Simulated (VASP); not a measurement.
# InSb (I4/mmm) in VASP: a series of runs

The runs below take InSb through single point, with r2SCAN.

Everything below comes from runs of VASP 6.6.1. Logs are shortened: lines on timing, memory, paths and dates and some standing lists are left out, and cuts for length are marked.

### Step 1. The cell of the first run

Symmetry: I4/mmm, No. 139, tetragonal system. Conventional cell: a = 3.983 Å, b = 3.983 Å, c = 7.322 Å, α = 90.00°, β = 90.00°, γ = 90.00°. In (site symmetry 4/mmm) has 6 Sb at 2.82 to 3.66 Å within 3.7 Å. Within 3.7 Å of Sb (site symmetry 4/mmm) lie 6 In at 2.82 to 3.66 Å.

### Step 2. Single point, r2SCAN

Contents of POSCAR:

```
InSb
1.0
    0.0000000000      2.8161380266      3.6609794346
    2.8161380266      0.0000000000      3.6609794346
    2.8161380266      2.8161380266      0.0000000000
In Sb
1 1
Direct
    0.0000000000      0.0000000000      0.0000000000
    0.5000000000      0.5000000000      0.5000000000
```

Contents of INCAR.step1:

```
PREC = Accurate
ENCUT = 520
ISMEAR = 0
SIGMA = 0.15
LREAL = F
LASPH = T
NELM = 100
NBANDS = 16
GGA = PE
ALGO = Normal
EDIFF = 1E-4
LWAVE = T
LCHARG = F
```

Contents of INCAR.step2:

```
PREC = Accurate
ENCUT = 520
EDIFF = 1E-6
ISMEAR = 0
SIGMA = 0.15
LREAL = F
LASPH = T
NELM = 100
ALGO = Normal
ISIF = 2
LWAVE = F
LCHARG = F
METAGGA = R2SCAN
LMIXTAU = T
NBANDS = 16
ISTART = 1
```

Contents of KPOINTS:

```
regular mesh
0
Gamma
  6 6 6
```

Potentials or basis: VASP PAW PBE potentials, release 64 (In_d, Sb).

Launch:

```bash
cat potpaw_PBE.64/In_d/POTCAR potpaw_PBE.64/Sb/POTCAR > POTCAR
cp INCAR.step1 INCAR
mpirun -np 1 vasp_std > vasp.out
cp INCAR.step2 INCAR
mpirun -np 1 vasp_std > vasp.out
```

OUTCAR:

```text
PREC = Accurate
   ENCUT = 520
   EDIFF = 1E-6
   ISMEAR = 0
   LREAL = F
   LASPH = T
   NELM = 100
   ISIF = 2
   METAGGA = R2SCAN
   ISTART = 1

 ion  position               nearest neighbor table
   1  0.000  0.000  0.000-   2 2.82   2 2.82   2 2.82   2 2.82   2 3.66   2 3.66
   2  0.500  0.500  0.500-   1 2.82   1 2.82   1 2.82   1 2.82   1 3.66   1 3.66

  LATTYP: Found a body centered tetragonal cell.
 ALAT       =     3.9826205907
 C/A-ratio  =     1.8384776311

  Lattice vectors:

 A1 = (  -2.8161380266,   0.0000000000,   3.6609794346)
 A2 = (   2.8161380266,   0.0000000000,   3.6609794346)
 A3 = (   0.0000000000,   2.8161380266,  -3.6609794346)

Analysis of symmetry for initial positions (statically):
=====================================================================
 Subroutine PRICEL returns:
 Original cell was already a primitive cell.

 Routine SETGRP: Setting up the symmetry group for a
 body centered tetragonal supercell.

 Subroutine GETGRP returns: Found 16 space group operations
 (whereof 16 operations were pure point group operations)
 out of a pool of 16 trial point group operations.

The static configuration has the point symmetry D_4h.

Analysis of symmetry for dynamics (positions and initial velocities):
=====================================================================
 Subroutine PRICEL returns:
 Original cell was already a primitive cell.

 Routine SETGRP: Setting up the symmetry group for a
 body centered tetragonal supercell.

 Subroutine GETGRP returns: Found 16 space group operations
 (whereof 16 operations were pure point group operations)
 out of a pool of 16 trial point group operations.

The dynamic configuration has the point symmetry D_4h.

 Subroutine INISYM returns: Found 16 space group operations
 (whereof 16 operations are pure point group operations),
 and found     1 'primitive' translations

----------------------------------------------------------------------------------------

                                     Primitive cell

  volume of cell :      58.0678

  direct lattice vectors                    reciprocal lattice vectors
     0.000000000  2.816138027  3.660979435    -0.177548116  0.177548116  0.136575474
     2.816138027  0.000000000  3.660979435     0.177548116 -0.177548116  0.136575474
     2.816138027  2.816138027  0.000000000     0.177548116  0.177548116 -0.136575474

  length of vectors
     4.618809782  4.618809782  3.982620591     0.285831291  0.285831291  0.285831291

  position of ions in fractional coordinates (direct lattice)
     0.000000000  0.000000000  0.000000000
     0.500000000  0.500000000  0.500000000

  ion indices of the primitive-cell ions
   primitive index   ion index
                 1           1
                 2           2

----------------------------------------------------------------------------------------

 KPOINTS: regular mesh

Automatic generation of k-mesh.
 Grid dimensions read from file:
 generate k-points for:    6    6    6

 Generating k-lattice:

  Cartesian coordinates                     Fractional coordinates (reciprocal lattice)
    -0.029591353  0.029591353  0.022762579     0.166666667  0.000000000  0.000000000
     0.029591353 -0.029591353  0.022762579     0.000000000  0.166666667  0.000000000
     0.029591353  0.029591353 -0.022762579    -0.000000000 -0.000000000  0.166666667

  Length of vectors
     0.047638548  0.047638548  0.047638548

  Shift w.r.t. Gamma in fractional coordinates (k-lattice)
     0.000000000  0.000000000  0.000000000

 Subroutine IBZKPT returns following result:
 ===========================================

 Found     30 irreducible k-points:

 Following reciprocal coordinates:
            Coordinates               Weight
  0.000000  0.000000  0.000000      1.000000
  0.166667  0.000000  0.000000      8.000000
  0.333333  0.000000  0.000000      8.000000
  0.500000  0.000000  0.000000      4.000000
  0.166667  0.166667  0.000000      2.000000
  0.333333  0.166667  0.000000      8.000000
[... 16 lines left out ...]
  0.333333  0.000000  0.333333      4.000000
  0.500000  0.000000  0.333333     16.000000
 [... further k-points ...]
   k-points           NKPTS =     30   k-points in BZ     NKDIM =     30   number of bands    NBANDS=     16
   number of dos      NEDOS =    301   number of ions     NIONS =      2
   total plane-waves  NPLWV =  38880
   dimension x,y,z NGX =    36 NGY =   36 NGZ =   30
   dimension x,y,z NGXF=    72 NGYF=   72 NGZF=   60
   ions per type =               1   1
   NGX,Y,Z   is equivalent  to a cutoff of  12.96, 12.96, 12.52 a.u.
   NGXF,Y,Z  is equivalent  to a cutoff of  25.92, 25.92, 25.05 a.u.
 SYSTEM =  unknown system
   PREC   = accura    normal or accurate (medium, high low for compatibility)
   ISTART =      1    job   : 0-new  1-cont  2-samecut
   ICHARG =      0    charge: 1-file 2-atom 10-const
   ISPIN  =      1    spin polarized calculation?
   LNONCOLLINEAR =      F non collinear calculations
   LSORBIT =      F    spin-orbit coupling
   LASPH  =      T    aspherical Exc in radial PAW
   ENCUT  =  520.0 eV  38.22 Ry    6.18 a.u.   8.59  8.59  7.41*2*pi/ulx,y,z
   NELM   =    100;   NELMIN=  2; NELMDL=  0     # of ELM steps
   EDIFF  = 0.1E-05   stopping-criterion for ELM
   LREAL  =      F    real-space projection
   EDIFFG = 0.1E-04   stopping-criterion for IOM
   NSW    =      0    number of steps for IOM
   IBRION =     -1    ionic relax: 0-MD 1-quasi-New 2-CG
   NFREE  =      0    steps in history (QN), initial steepest desc. (CG)
   ISIF   =      2    stress and relaxation
   ISYM   =      2    0-nonsym 1-usesym 2-fastsym
   POTIM  = 0.5000    time-step for ionic-motion
   TEBEG  =    0.0;   TEEND  =   0.0 temperature during run
   PSTRESS=    0.0 pullay stress
   NELECT =      18.0000    total number of electrons
   NUPDOWN=      -1.0000    fix difference up-down
   EMIN   =  10.00;   EMAX   =-10.00  energy-range for DOS
   EFERMI =   0.00;   METHOD = LEGACY
   ISMEAR =     0;   SIGMA  =   0.15  broadening in eV -4-tet -1-fermi 0-gaus
   EFERMI_NEDOS =   21; number of points for ismear=-14 and -15
   IALGO  =     38    algorithm
   IMIX   =      4    mixing-type and parameters
     AMIX     =   0.40;   BMIX     =  1.00
     AMIX_MAG =   1.60;   BMIX_MAG =  1.00
  volume/ion in A,a.u.               =      29.03       195.93
  Fermi-wavevector in a.u.,A,eV,Ry     =   1.107951  2.093724 16.701910  1.227556
  Thomas-Fermi vector in A             =   2.244472
   LORBIT       =      0    0 simple, 1 ext, 2 COOP (PROOUT), +10 PAW based schemes
   METAGGA = R2SCAN    functional components
   LHFCALC =     F    Hartree Fock is set to
   AEXX    =    0.0000 exact exchange contribution
   IVDW    =     0    specifies the selected vdW correction
   LEPSILON=     F    determine dielectric tensor
   LRPA    =     F    only Hartree local field effects (RPA)
 non-spin polarized calculation
 Gauss-broadening in eV      SIGMA  =   0.15
  energy-cutoff  :      520.00
  volume of cell :       58.07
 maximum number of plane-waves:      1587
 NGX is ok and might be reduce to    36

 number of electron      18.0000005 magnetization

 Free energy of the ion-electron system (eV)
  ---------------------------------------------------
  ext. energy  EPLUGINS =         0.00000000
  ---------------------------------------------------
  free energy    TOTEN  =       -47.89661904 eV

  energy without entropy =      -47.88541820  energy(sigma->0) =      -47.89101862

 E-fermi :   6.4626     XC(G=0): -10.1839

 val. band max:        6.4476836751   @ k =  -0.3333   0.1667   0.5000
 cond. band min:       6.5667032843   @ k =  -0.1667   0.5000   0.3333
 fundamental gap:      0.1190196092
 Fermi energy:         6.4626497619

 k-point     1 :       0.0000    0.0000    0.0000
  band No.  band energies     occupation
      1      -8.8742      2.00000
      2      -8.8009      2.00000
      3      -8.7769      2.00000
      4      -8.7107      2.00000
      5      -8.7107      2.00000
      6      -5.1319      2.00000
[... 8 lines left out ...]
     15      13.9872      0.00000
     16      14.9629      0.00000

 k-point     2 :       0.1667    0.0000    0.0000
  band No.  band energies     occupation
      1      -8.8558      2.00000
      2      -8.8259      2.00000
      3      -8.7626      2.00000
      4      -8.7170      2.00000
      5      -8.7080      2.00000
      6      -4.8408      2.00000
[... 8 lines left out ...]
     15      13.9203      0.00000
     16      14.4697      0.00000

 k-point     3 :       0.3333    0.0000    0.0000
  band No.  band energies     occupation
      1      -8.8752      2.00000
      2      -8.8332      2.00000
      3      -8.7339      2.00000
      4      -8.7181      2.00000
      5      -8.7027      2.00000
      6      -4.0211      2.00000
[... 8 lines left out ...]
     15      15.6659      0.00000
     16      16.0860      0.00000

 k-point     4 :       0.5000    0.0000    0.0000
  band No.  band energies     occupation
      1      -8.8996      2.00000
      2      -8.8268      2.00000
      3      -8.7389      2.00000
      4      -8.6999      2.00000
      5      -8.6957      2.00000
      6      -3.2923      2.00000
[... 8 lines left out ...]
     15      17.1395      0.00000
     16      17.7343      0.00000

 k-point     5 :       0.1667    0.1667    0.0000
  band No.  band energies     occupation
      1      -8.8883      2.00000
      2      -8.7998      2.00000
      3      -8.7785      2.00000
      4      -8.7061      2.00000
      5      -8.7061      2.00000
      6      -4.9040      2.00000
[... 8 lines left out ...]
     15      14.8518      0.00000
     16      15.8283      0.00000

 k-point     6 :       0.3333    0.1667    0.0000
  band No.  band energies     occupation
      1      -8.8771      2.00000
      2      -8.8244      2.00000
      3      -8.7656      2.00000
      4      -8.7101      2.00000
      5      -8.7010      2.00000
      6      -4.4267      2.00000
[... 8 lines left out ...]
     15      15.4731      0.00000
     16      15.9763      0.00000

 k-point     7 :       0.5000    0.1667    0.0000
  band No.  band energies     occupation
      1      -8.8743      2.00000
      2      -8.8462      2.00000
      3      -8.7325      2.00000
      4      -8.7194      2.00000
      5      -8.6980      2.00000
      6      -3.5790      2.00000
[... 8 lines left out ...]
     15      17.0412      0.00000
     16      17.4236      0.00000

 k-point     8 :      -0.3333    0.1667    0.0000
  band No.  band energies     occupation
      1      -8.8994      2.00000
      2      -8.8269      2.00000
      3      -8.7372      2.00000
      4      -8.7001      2.00000
      5      -8.6979      2.00000
      6      -3.3266      2.00000
[... 8 lines left out ...]
     15      16.1063      0.00000
     16      16.1307      0.00000

 k-point     9 :      -0.1667    0.1667    0.0000
  band No.  band energies     occupation
      1      -8.8755      2.00000
      2      -8.8271      2.00000
      3      -8.7320      2.00000
      4      -8.7200      2.00000
      5      -8.7051      2.00000
      6      -4.2127      2.00000
[... 8 lines left out ...]
     15      14.2233      0.00000
     16      14.8507      0.00000
[... 172 lines left out ...]
 k-point    19 :       0.5000    0.3333    0.1667
  band No.  band energies     occupation
      1      -8.8754      2.00000
      2      -8.8422      2.00000
      3      -8.7541      2.00000
      4      -8.7098      2.00000
      5      -8.7018      2.00000
      6      -3.9112      2.00000
[... 8 lines left out ...]
     15      16.9975      0.00000
     16      17.8995      0.00000

 k-point    20 :      -0.3333    0.3333    0.1667
  band No.  band energies     occupation
      1      -8.9201      2.00000
      2      -8.8193      2.00000
      3      -8.7259      2.00000
      4      -8.7166      2.00000
      5      -8.7009      2.00000
      6      -3.1215      2.00000
[... 8 lines left out ...]
     15      16.4569      0.00000
     16      16.6292      0.00000

 k-point    21 :      -0.1667    0.3333    0.1667
  band No.  band energies     occupation
      1      -8.9466      2.00000
      2      -8.7998      2.00000
      3      -8.7356      2.00000
      4      -8.7043      2.00000
      5      -8.6908      2.00000
      6      -3.0222      2.00000
[... 8 lines left out ...]
     15      15.0799      0.00000
     16      18.4210      0.00000

 k-point    22 :      -0.3333    0.5000    0.1667
  band No.  band energies     occupation
      1      -8.8860      2.00000
      2      -8.8421      2.00000
      3      -8.7553      2.00000
      4      -8.7085      2.00000
      5      -8.6965      2.00000
      6      -3.5852      2.00000
[... 8 lines left out ...]
     15      17.2093      0.00000
     16      17.8740      0.00000

 k-point    23 :       0.3333    0.0000    0.3333
  band No.  band energies     occupation
      1      -8.9957      2.00000
      2      -8.7635      2.00000
      3      -8.7325      2.00000
      4      -8.7135      2.00000
      5      -8.6864      2.00000
      6      -3.1214      2.00000
[... 8 lines left out ...]
     15      16.9719      0.00000
     16      18.3371      0.00000

 k-point    24 :       0.5000    0.0000    0.3333
  band No.  band energies     occupation
      1      -9.0330      2.00000
      2      -8.7554      2.00000
      3      -8.7352      2.00000
      4      -8.7107      2.00000
      5      -8.6671      2.00000
      6      -2.2041      2.00000
[... 8 lines left out ...]
     15      16.9569      0.00000
     16      18.3624      0.00000

 [... further k-points ...]

------------------------ aborting loop because EDIFF is reached ----------------------------------------

  FORCE on cell =-STRESS in cart. coord.  units (eV):
  Direction    XX          YY          ZZ          XY          YZ          ZX
  --------------------------------------------------------------------------------------
  -------------------------------------------------------------------------------------
  Total        3.7048116      3.7048116     -2.0093166      0.0000000      0.0000000      0.0000000
  in kB      102.2213359    102.2213359    -55.4400725      0.0000000      0.0000000      0.0000000
  external PRESSURE =      49.6675331 kB  Pullay stress =       0.0000000 kB

 VOLUME and BASIS-vectors are now :
 -----------------------------------------------------------------------------
  energy-cutoff  :      520.00
  volume of cell :       58.07
      direct lattice vectors                 reciprocal lattice vectors
     0.000000000  2.816138027  3.660979435    -0.177548116  0.177548116  0.136575474
     2.816138027  0.000000000  3.660979435     0.177548116 -0.177548116  0.136575474
     2.816138027  2.816138027  0.000000000     0.177548116  0.177548116 -0.136575474

 POSITION                                       TOTAL-FORCE (eV/Angst)
 -----------------------------------------------------------------------------------
      0.00000      0.00000      0.00000         0.000000     -0.000000      0.000000
      2.81614      2.81614      3.66098        -0.000000      0.000000     -0.000000
 -----------------------------------------------------------------------------------
    total drift:                               -0.000000     -0.000000      0.000000

  FREE ENERGIE OF THE ION-ELECTRON SYSTEM (eV)
  ---------------------------------------------------
  free  energy   TOTEN  =       -47.8966190383 eV

  energy  without entropy=      -47.8854181975  energy(sigma->0) =      -47.89101862
```

Wall time 94 s (1 thread of AMD EPYC 7R13, shared host); peak memory 0.18 GiB.

What came out:

```
Free energy            : -47.8966 eV
Pressure               : 5.0 GPa
Band gap on the k mesh : zero (bands 9 and 10 overlap by 2.18 eV)
```

Caveat: the stress differs along the axes, from -6 to 10 GPa; the PAW data sets were made with another functional, which shifts forces and pressure a little; spin-orbit coupling is left out, which moves the levels of the heavy elements.

### Step 3. Single point, r2SCAN

This run uses another cell than the first one, of the same volume but with other edges.

Contents of POSCAR:

```
InSb
1.0
    0.0000000000      3.1601360381      2.9073251551
    3.1601360381      0.0000000000      2.9073251551
    3.1601360381      3.1601360381      0.0000000000
In Sb
1 1
Direct
    0.0000000000      0.0000000000      0.0000000000
    0.5000000000      0.5000000000      0.5000000000
```

Contents of INCAR.step1:

```
SYSTEM = InSb
PREC = Accurate
ENCUT = 520
ISMEAR = 0
SIGMA = 0.15
LREAL = .False.
LASPH = .True.
NELM = 100
NBANDS = 16
GGA = PE
ALGO = Normal
EDIFF = 1E-4
LWAVE = .True.
LCHARG = .False.
```

Contents of INCAR.step2:

```
SYSTEM = InSb
PREC = Accurate
ENCUT = 520
EDIFF = 1E-6
ISMEAR = 0
SIGMA = 0.15
LREAL = .False.
LASPH = .True.
NELM = 100
ALGO = Normal
ISIF = 2
LWAVE = .False.
LCHARG = .True.
METAGGA = R2SCAN
LMIXTAU = .True.
LELF = .True.
LVHAR = .True.
NBANDS = 16
ISTART = 1
```

Contents of KPOINTS:

```
Automatic mesh
0
Gamma
  6 6 6
  0 0 0
```

Potentials or basis: VASP PAW PBE potentials, release 64 (In_d, Sb).

Launch:

```bash
cat potpaw_PBE.64/In_d/POTCAR potpaw_PBE.64/Sb/POTCAR > POTCAR
cp INCAR.step1 INCAR
mpirun -np 1 vasp_std > vasp.out
cp INCAR.step2 INCAR
mpirun -np 1 vasp_std > vasp.out
```

It took 91 s on 1 thread of AMD EPYC 7R13, shared host; peak memory 0.18 GiB.

It converged, with:

```
Free energy            : -48.3155 eV
Pressure               : -0.5 GPa
Band gap on the k mesh : zero (bands 9 and 10 overlap by 2.95 eV)
```

Stress tensor (GPa, compression positive):
```
-3.01  0.00  0.00
 0.00 -3.01  0.00
 0.00  0.00  4.43
```

Levels at points of the mesh, in eV from the Fermi level:
```
           k point  band 5  band 6  band 7  band 8  band 9  band 10  band 11  band 12  band 13  band 14
(0.00, 0.00, 0.00)  -15.07  -11.46   -0.83   -0.17    0.11     0.11     5.53     5.53     6.33     6.33
(0.50, 0.00, 0.00)  -15.06   -9.60   -6.73    0.00    0.32     2.12     2.26     3.27     3.67    10.42
(0.50, 0.50, 0.00)  -15.05   -8.41   -4.69   -3.87   -2.56    -2.56     3.28     8.44     8.44    11.05
(0.50, 0.00, 0.50)  -15.04   -9.10   -4.65   -3.09   -2.68    -1.71     3.66     7.42    10.23    10.30
```

Caveat: the stress differs along the axes, from -3 to 4 GPa; the PAW data sets were made with another functional, which shifts forces and pressure a little; spin-orbit coupling is left out, which moves the levels of the heavy elements.

(Part 1 of 2 ends here.)

The gap in the log of VASP goes by the Fermi energy; the results here count the filled bands.